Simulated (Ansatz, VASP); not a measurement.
## Ta2N in VASP and in Ansatz

The input INCAR:

```
ALGO = Normal
EDIFF = 1E-7
ENCUT = 520
GGA = CA
ISIF = 2
ISMEAR = 0
LASPH = True
LCHARG = False
LREAL = False
LWAVE = False
NBANDS = 20
NELM = 100
PREC = Accurate
SIGMA = 0.15
```

Contents of KPOINTS:

```
k-points
0
Gamma
  18 18 10
```

POSCAR

```
Ta2N
1.0
    3.0603101568      0.0000000000      0.0000000000
   -1.5301550784      2.6503063393      0.0000000000
    0.0000000000      0.0000000000      5.0473695417
Ta N
2 1
Direct
    0.6666666667      0.3333333333      0.7466885012
    0.3333333333      0.6666666667      0.2533114988
    0.0000000000      0.0000000000      0.0000000000
```

Input for Ansatz:

```yaml
crystal:
  lattice:
    - [3.0603101568, 0.0, 0.0]
    - [-1.5301550784, 2.6503063393, 0.0]
    - [0.0, 0.0, 5.0473695417]
  atoms:
    - { symbol: Ta, position: [0.6666666667, 0.3333333333, 0.7466885012] }
    - { symbol: Ta, position: [0.3333333333, 0.6666666667, 0.2533114988] }
    - { symbol: "N", position: [0.0, 0.0, 0.0] }
basis:
  ecutwfc: 520.0
kpoints:
  mp_grid: { grid: [18, 18, 10] }
hamiltonian:
  xc: lda
  pseudopotentials: { kind: paw, azcp: { folder: soft_1 } }
scf:
  occupations: { method: gaussian, width: 0.15 }
output:
  forces: true
  stress: true
  eigenvalues: true
```

Alike in both runs: task single point; functional LDA; k mesh 18 × 18 × 10; occupations gaussian, width 0.15 eV; no spin polarisation.

```csv
,VASP,Ansatz
version,VASP 6.6.1,Ansatz 0.2.0
potentials or method,"VASP PAW LDA potentials, release 64 (Ta_pv, N), cutoff 520 eV","scalar-relativistic, plane waves, PAW"
valence electrons in the cell,27,31
```

Ansatz gave:

| Property | Result |
| --- | --- |
| gap on the k mesh at the Fermi level (eV) | none |
| pressure (GPa) | -14.5 |
| traceless stress, the component that is largest in VASP (GPa) | -6.64 |
| rms of the force components (eV/Å) | 0.008 |

Question: What did VASP give for the same quantities?

Answer: gap on the k mesh at the Fermi level (eV): none; pressure (GPa): -13.2; traceless stress, the component that is largest in VASP (GPa): -6.75; rms of the force components (eV/Å): 0.029.

Ansatz warns that its potentials were made for another functional, while VASP's fit it. LDA's correlation is that of Perdew and Zunger in VASP and of Perdew and Wang (1992) in Ansatz. Atom by atom the forces differ by 0.021 eV/Å (rms over components). A gap of «none» marks a metal or a gap that the smearing closes. VASP's potentials hold 27 valence electrons a cell and Ansatz's 31, so a difference there can come from the potentials and not from the codes.

Neither program's run includes spin-orbit coupling.
